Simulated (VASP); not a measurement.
# BN (rocksalt type) (Fm-3m) in VASP: further runs

The runs below take BN (rocksalt type) through single point, with PBEsol.

Everything below comes from runs of VASP 6.6.1. Logs are shortened: lines on timing, memory, paths and dates and some standing lists are left out, and cuts for length are marked.

## Step 1: The cell of the first run

Symmetry: Fm-3m, No. 225, cubic system. Conventional cell: a = 2.854 Å, b = 2.854 Å, c = 2.854 Å, α = 90.00°, β = 90.00°, γ = 90.00°. Within 1.9 Å of B (site symmetry m-3m) lie 6 N at 1.43 Å. N (site symmetry m-3m) has 6 B at 1.43 Å within 1.9 Å.

## Step 2: Single point, PBEsol (volume scaled by 0.55, level accurate)

Input file INCAR:

```
PREC = Accurate
ENCUT = 520
EDIFF = 1E-6
ISMEAR = -1
SIGMA = 0.1
LREAL = False
LASPH = True
NELM = 60
ALGO = Normal
ISIF = 2
LWAVE = False
LCHARG = False
GGA = PS
NBANDS = 11
```

Input file KPOINTS:

```
Automatic mesh
0
Gamma
  15 15 15
```

Input file POSCAR:

```
BN
1.0
    0.0000000000      1.4267564881      1.4267564881
    1.4267564881      0.0000000000      1.4267564881
    1.4267564881      1.4267564881      0.0000000000
B N
1 1
Direct
    0.0000000000      0.0000000000      0.0000000000
    0.5000000000      0.5000000000      0.5000000000
```

Potentials or basis: VASP PAW PBE potentials, release 64 (B, N).

Command:

```sh
$ cat potpaw_PBE.64/B/POTCAR potpaw_PBE.64/N/POTCAR > POTCAR
$ mpirun -np 1 vasp_std > vasp.out
```

OUTCAR:

```text
PREC = Accurate
   ENCUT = 520
   EDIFF = 1E-6
   ISMEAR = -1
   LREAL = False
   LASPH = True
   NELM = 60
   ISIF = 2
   GGA = PS

 ion  position               nearest neighbor table
   1  0.000  0.000  0.000-   2 1.43   2 1.43   2 1.43   2 1.43   2 1.43   2 1.43
   2  0.500  0.500  0.500-   1 1.43   1 1.43   1 1.43   1 1.43   1 1.43   1 1.43

  LATTYP: Found a face centered cubic cell.
 ALAT       =     2.8535129762

  Lattice vectors:

 A1 = (   0.0000000000,   1.4267564881,   1.4267564881)
 A2 = (   1.4267564881,   0.0000000000,   1.4267564881)
 A3 = (   1.4267564881,   1.4267564881,   0.0000000000)

Analysis of symmetry for initial positions (statically):
=====================================================================
 Subroutine PRICEL returns:
 Original cell was already a primitive cell.

 Routine SETGRP: Setting up the symmetry group for a
 face centered cubic supercell.

 Subroutine GETGRP returns: Found 48 space group operations
 (whereof 48 operations were pure point group operations)
 out of a pool of 48 trial point group operations.

The static configuration has the point symmetry O_h .

Analysis of symmetry for dynamics (positions and initial velocities):
=====================================================================
 Subroutine PRICEL returns:
 Original cell was already a primitive cell.

 Routine SETGRP: Setting up the symmetry group for a
 face centered cubic supercell.

 Subroutine GETGRP returns: Found 48 space group operations
 (whereof 48 operations were pure point group operations)
 out of a pool of 48 trial point group operations.

The dynamic configuration has the point symmetry O_h .

 Subroutine INISYM returns: Found 48 space group operations
 (whereof 48 operations are pure point group operations),
 and found     1 'primitive' translations

----------------------------------------------------------------------------------------

                                     Primitive cell

  volume of cell :       5.8087

  direct lattice vectors                    reciprocal lattice vectors
     0.000000000  1.426756488  1.426756488    -0.350445226  0.350445226  0.350445226
     1.426756488  0.000000000  1.426756488     0.350445226 -0.350445226  0.350445226
     1.426756488  1.426756488  0.000000000     0.350445226  0.350445226 -0.350445226

  length of vectors
     2.017738376  2.017738376  2.017738376     0.606988937  0.606988937  0.606988937

  position of ions in fractional coordinates (direct lattice)
[... 8 lines left out ...]
----------------------------------------------------------------------------------------

 KPOINTS: Automatic mesh

Automatic generation of k-mesh.
 Grid dimensions read from file:
 generate k-points for:   15   15   15

 Generating k-lattice:

  Cartesian coordinates                     Fractional coordinates (reciprocal lattice)
    -0.023363015  0.023363015  0.023363015     0.066666667  0.000000000  0.000000000
     0.023363015 -0.023363015  0.023363015     0.000000000  0.066666667  0.000000000
     0.023363015  0.023363015 -0.023363015     0.000000000  0.000000000  0.066666667

  Length of vectors
     0.040465929  0.040465929  0.040465929

  Shift w.r.t. Gamma in fractional coordinates (k-lattice)
     0.000000000  0.000000000  0.000000000

 Subroutine IBZKPT returns following result:
 ===========================================

 Found    120 irreducible k-points:

 Following reciprocal coordinates:
            Coordinates               Weight
  0.000000  0.000000  0.000000      1.000000
  0.066667  0.000000  0.000000      8.000000
  0.133333  0.000000  0.000000      8.000000
  0.200000  0.000000  0.000000      8.000000
  0.266667  0.000000  0.000000      8.000000
  0.333333  0.000000  0.000000      8.000000
[... 16 lines left out ...]
  0.133333  0.133333  0.000000      6.000000
  0.200000  0.133333  0.000000     24.000000
 [... further k-points ...]
   k-points           NKPTS =    120   k-points in BZ     NKDIM =    120   number of bands    NBANDS=     11
   number of dos      NEDOS =    301   number of ions     NIONS =      2
   total plane-waves  NPLWV =   4096
   dimension x,y,z NGX =    16 NGY =   16 NGZ =   16
   dimension x,y,z NGXF=    32 NGYF=   32 NGZF=   32
   ions per type =               1   1
   NGX,Y,Z   is equivalent  to a cutoff of  13.18, 13.18, 13.18 a.u.
   NGXF,Y,Z  is equivalent  to a cutoff of  26.37, 26.37, 26.37 a.u.
 SYSTEM =  unknown system
   PREC   = accura    normal or accurate (medium, high low for compatibility)
   ISTART =      0    job   : 0-new  1-cont  2-samecut
   ICHARG =      2    charge: 1-file 2-atom 10-const
   ISPIN  =      1    spin polarized calculation?
   LNONCOLLINEAR =      F non collinear calculations
   LSORBIT =      F    spin-orbit coupling
   LASPH  =      T    aspherical Exc in radial PAW
   ENCUT  =  520.0 eV  38.22 Ry    6.18 a.u.   3.75  3.75  3.75*2*pi/ulx,y,z
   NELM   =     60;   NELMIN=  2; NELMDL= -5     # of ELM steps
   EDIFF  = 0.1E-05   stopping-criterion for ELM
   LREAL  =      F    real-space projection
   EDIFFG = 0.1E-04   stopping-criterion for IOM
   NSW    =      0    number of steps for IOM
   IBRION =     -1    ionic relax: 0-MD 1-quasi-New 2-CG
   NFREE  =      0    steps in history (QN), initial steepest desc. (CG)
   ISIF   =      2    stress and relaxation
   ISYM   =      2    0-nonsym 1-usesym 2-fastsym
   POTIM  = 0.5000    time-step for ionic-motion
   TEBEG  =    0.0;   TEEND  =   0.0 temperature during run
   PSTRESS=    0.0 pullay stress
   NELECT =       8.0000    total number of electrons
   NUPDOWN=      -1.0000    fix difference up-down
   EMIN   =  10.00;   EMAX   =-10.00  energy-range for DOS
   EFERMI =   0.00;   METHOD = LEGACY
   ISMEAR =    -1;   SIGMA  =   0.10  broadening in eV -4-tet -1-fermi 0-gaus
   EFERMI_NEDOS =   21; number of points for ismear=-14 and -15
   IALGO  =     38    algorithm
   IMIX   =      4    mixing-type and parameters
     AMIX     =   0.40;   BMIX     =  1.00
     AMIX_MAG =   1.60;   BMIX_MAG =  1.00
  volume/ion in A,a.u.               =       2.90        19.60
  Fermi-wavevector in a.u.,A,eV,Ry     =   1.821426  3.441997 45.138611  3.317594
  Thomas-Fermi vector in A             =   2.877794
   LORBIT       =      0    0 simple, 1 ext, 2 COOP (PROOUT), +10 PAW based schemes
   GGA     = PS    functional components
   LHFCALC =     F    Hartree Fock is set to
   AEXX    =    0.0000 exact exchange contribution
   IVDW    =     0    specifies the selected vdW correction
   LEPSILON=     F    determine dielectric tensor
   LRPA    =     F    only Hartree local field effects (RPA)
 non-spin polarized calculation
  energy-cutoff  :      520.00
  volume of cell :        5.81
 maximum number of plane-waves:       169
   NGX =  7   NGY =  7   NGZ =  7

 number of electron       7.9999998 magnetization

 Free energy of the ion-electron system (eV)
  ---------------------------------------------------
  ext. energy  EPLUGINS =         0.00000000
  ---------------------------------------------------
  free energy    TOTEN  =        -8.23782602 eV

  energy without entropy =       -8.23782602  energy(sigma->0) =       -8.23782602

 E-fermi :  23.4501     XC(G=0): -17.1406

 val. band max:       21.3080169019   @ k =  -0.2000   0.1333   0.0000
 cond. band min:      27.8688981097   @ k =   0.3333   0.3333   0.0000
 fundamental gap:      6.5608812077
 Fermi energy:        23.4501279977

 k-point     1 :       0.0000    0.0000    0.0000
  band No.  band energies     occupation
      1     -11.6024      2.00000
      2      19.9648      2.00000
      3      19.9648      2.00000
      4      19.9648      2.00000
      5      40.6857      0.00000
      6      40.6857      0.00000
      7      40.6857      0.00000
      8      43.4754      0.00000
      9      43.4754      0.00000
     10      43.4754      0.00000
     11      48.3819      0.00000

 k-point     2 :       0.0667    0.0000    0.0000
  band No.  band energies     occupation
      1     -11.4241      2.00000
      2      19.1506      2.00000
      3      19.9120      2.00000
      4      19.9120      2.00000
      5      39.6369      0.00000
      6      39.6369      0.00000
      7      40.0858      0.00000
      8      43.1389      0.00000
      9      44.0618      0.00000
     10      44.0618      0.00000
     11      48.5176      0.00000

 k-point     3 :       0.1333    0.0000    0.0000
  band No.  band energies     occupation
      1     -10.8898      2.00000
      2      16.9420      2.00000
      3      19.7838      2.00000
      4      19.7838      2.00000
      5      37.3438      0.00000
      6      37.3438      0.00000
      7      38.8184      0.00000
      8      43.3146      0.00000
      9      45.6044      0.00000
     10      45.6044      0.00000
     11      48.9013      0.00000

 k-point     4 :       0.2000    0.0000    0.0000
  band No.  band energies     occupation
      1     -10.0015      2.00000
      2      13.8731      2.00000
      3      19.6509      2.00000
      4      19.6509      2.00000
      5      34.7534      0.00000
      6      34.7534      0.00000
      7      37.7462      0.00000
      8      44.1123      0.00000
      9      47.9874      0.00000
     10      47.9874      0.00000
     11      49.4736      0.00000

 k-point     5 :       0.2667    0.0000    0.0000
  band No.  band energies     occupation
      1      -8.7661      2.00000
      2      10.4591      2.00000
      3      19.5829      2.00000
      4      19.5829      2.00000
      5      32.3168      0.00000
      6      32.3168      0.00000
      7      36.9980      0.00000
      8      45.3103      0.00000
      9      50.1969      0.00000
     10      51.1321      0.00000
     11      51.1321      0.00000
[... 211 lines left out ...]
 k-point    21 :      -0.1333    0.0667    0.0000
  band No.  band energies     occupation
      1     -10.4745      2.00000
      2      16.0568      2.00000
      3      18.0701      2.00000
      4      20.6689      2.00000
      5      34.6584      0.00000
      6      37.1518      0.00000
      7      38.7541      0.00000
      8      43.2789      0.00000
      9      45.3140      0.00000
     10      48.0606      0.00000
     11      49.9515      0.00000

 k-point    22 :      -0.0667    0.0667    0.0000
  band No.  band energies     occupation
      1     -11.1271      2.00000
      2      18.4850      2.00000
      3      18.6955      2.00000
      4      20.3698      2.00000
      5      37.3619      0.00000
      6      38.8523      0.00000
      7      39.6855      0.00000
      8      42.7746      0.00000
      9      44.1295      0.00000
     10      46.3269      0.00000
     11      48.7448      0.00000

 k-point    23 :       0.1333    0.1333    0.0000
  band No.  band energies     occupation
      1     -10.6518      2.00000
      2      17.8300      2.00000
      3      17.8300      2.00000
      4      19.8452      2.00000
      5      33.4233      0.00000
      6      37.8800      0.00000
      7      40.7225      0.00000
      8      40.7225      0.00000
      9      48.6834      0.00000
     10      48.9975      0.00000
     11      48.9975      0.00000

 k-point    24 :       0.2000    0.1333    0.0000
  band No.  band energies     occupation
      1      -9.9991      2.00000
      2      15.9712      2.00000
      3      17.0414      2.00000
      4      19.8712      2.00000
      5      31.2506      0.00000
      6      36.7471      0.00000
      7      40.1800      0.00000
      8      41.0944      0.00000
      9      48.7322      0.00000
     10      51.2361      0.00000
     11      51.5189      0.00000

 [... further k-points ...]

------------------------ aborting loop because EDIFF is reached ----------------------------------------

  FORCE on cell =-STRESS in cart. coord.  units (eV):
  Direction    XX          YY          ZZ          XY          YZ          ZX
  --------------------------------------------------------------------------------------
  -------------------------------------------------------------------------------------
  Total       26.1977506     26.1977506     26.1977506      0.0000000      0.0000000     -0.0000000
  in kB     7225.9511475   7225.9511475   7225.9511475      0.0000000      0.0000000     -0.0000000
  external PRESSURE =    7225.9511475 kB  Pullay stress =       0.0000000 kB

 VOLUME and BASIS-vectors are now :
 -----------------------------------------------------------------------------
  energy-cutoff  :      520.00
  volume of cell :        5.81
      direct lattice vectors                 reciprocal lattice vectors
     0.000000000  1.426756488  1.426756488    -0.350445226  0.350445226  0.350445226
     1.426756488  0.000000000  1.426756488     0.350445226 -0.350445226  0.350445226
     1.426756488  1.426756488  0.000000000     0.350445226  0.350445226 -0.350445226

 POSITION                                       TOTAL-FORCE (eV/Angst)
 -----------------------------------------------------------------------------------
      0.00000      0.00000      0.00000         0.000000      0.000000      0.000000
      1.42676      1.42676      1.42676        -0.000000     -0.000000      0.000000
 -----------------------------------------------------------------------------------
    total drift:                                0.000000      0.000000      0.000000

  FREE ENERGIE OF THE ION-ELECTRON SYSTEM (eV)
  ---------------------------------------------------
  free  energy   TOTEN  =        -8.2378260200 eV

  energy  without entropy=       -8.2378260200  energy(sigma->0) =       -8.23782602
```

Wall time 4 s (1 thread of AMD EPYC 9R45 (Zen 5), shared host); peak memory 0.08 GiB.

The run converged, but its numbers aren't listed here, since they failed a check.

Caveat: the PAW data sets were made with another functional, which shifts forces and pressure a little.

## Step 3: Single point, PBEsol (volume scaled by 0.64)

Input file INCAR:

```
SYSTEM = BN
PREC = Accurate ; ENCUT = 520
EDIFF = 1E-6 ; ISMEAR = -1
SIGMA = 0.1 ; LREAL = .FALSE.
LASPH = .TRUE. ; NELM = 100
ALGO = Normal ; ISIF = 2
LWAVE = .FALSE. ; LCHARG = .FALSE.
GGA = PS ; NBANDS = 11
```

Input file KPOINTS:

```
regular mesh
0
G
  15 15 15
  0 0 0
```

Input file POSCAR:

```
BN
1.0
    0.0000000000      1.5006829591      1.5006829591
    1.5006829591      0.0000000000      1.5006829591
    1.5006829591      1.5006829591      0.0000000000
B N
1 1
Direct
    0.0000000000      0.0000000000      0.0000000000
    0.5000000000      0.5000000000      0.5000000000
```

Potentials or basis: VASP PAW PBE potentials, release 64 (B, N).

Command:

```sh
$ cat potpaw_PBE.64/B/POTCAR potpaw_PBE.64/N/POTCAR > POTCAR
$ mpirun -np 1 vasp_std > vasp.out
```

It took 4.1 s on 1 thread of AMD EPYC 9R45 (Zen 5), shared host; peak memory 0.08 GiB.

The run converged. Its results:

```
Free energy            : -11.5251 eV
Pressure               : 411.7 GPa
Band gap on the k mesh : 5.30 eV, indirect (least direct gap 7.55 eV)
```

Levels at points of the mesh, in eV from the valence-band top:
```csv
k point,band 1,band 2,band 3,band 4,band 5,band 6,band 7,band 8,band 9
"(0.00, 0.00, 0.00)",-29.92,-1.21,-1.21,-1.21,17.32,17.32,17.32,21.18,21.18
```

Caveat: the PAW data sets were made with another functional, which shifts forces and pressure a little. A k mesh can miss the band edges.

## Step 4: Single point, PBEsol (volume scaled by 0.72)

Input file INCAR:

```
ALGO     = Normal         # electronic algorithm
EDIFF    = 1E-6           # SCF threshold, eV
ENCUT    = 520            # plane-wave cutoff, eV
GGA      = PS             # functional
ISIF     = 2              # what is computed and relaxed
ISMEAR   = -1             # smearing method
LASPH    = True           # aspherical terms in the spheres
LCHARG   = True           # write CHGCAR
LELF     = True           # ELF
LREAL    = False          # projectors in reciprocal space
LVHAR    = True         
LWAVE    = False          # write WAVECAR
NBANDS   = 11             # bands
NELM     = 60             # most SCF steps
PREC     = Accurate       # precision mode
SIGMA    = 0.1            # smearing width, eV
```

Input file KPOINTS:

```
k-points
0
Gamma
  15 15 15
```

Input file POSCAR:

```
BN
1.0
    0.0000000000      1.5607731734      1.5607731734
    1.5607731734      0.0000000000      1.5607731734
    1.5607731734      1.5607731734      0.0000000000
B N
1 1
Direct
    0.0000000000      0.0000000000      0.0000000000
    0.5000000000      0.5000000000      0.5000000000
```

Command:

```sh
$ cat potpaw_PBE.64/B/POTCAR potpaw_PBE.64/N/POTCAR > POTCAR
$ mpirun -np 1 vasp_std > vasp.out
```

Run time: 4.3 s. Hardware: 1 thread of AMD EPYC 9R45 (Zen 5), shared host; peak memory 0.08 GiB.

It converged, with:

- Free energy: -13.2287 eV
- Pressure: 244.9 GPa
- Band gap on the k mesh: 4.23 eV, indirect (least direct gap 7.12 eV)

Levels at points of the mesh, in eV from the valence-band top:
```csv
k point,band 2,band 3,band 4,band 5,band 6,band 7
"(0.00, 0.00, 0.00)",-1.12,-1.12,-1.12,15.83,15.83,15.83
```

Caveat: the PAW data sets were made with another functional, which shifts forces and pressure a little. A k mesh can miss the band edges.

(Part 1 of 2 ends here.)
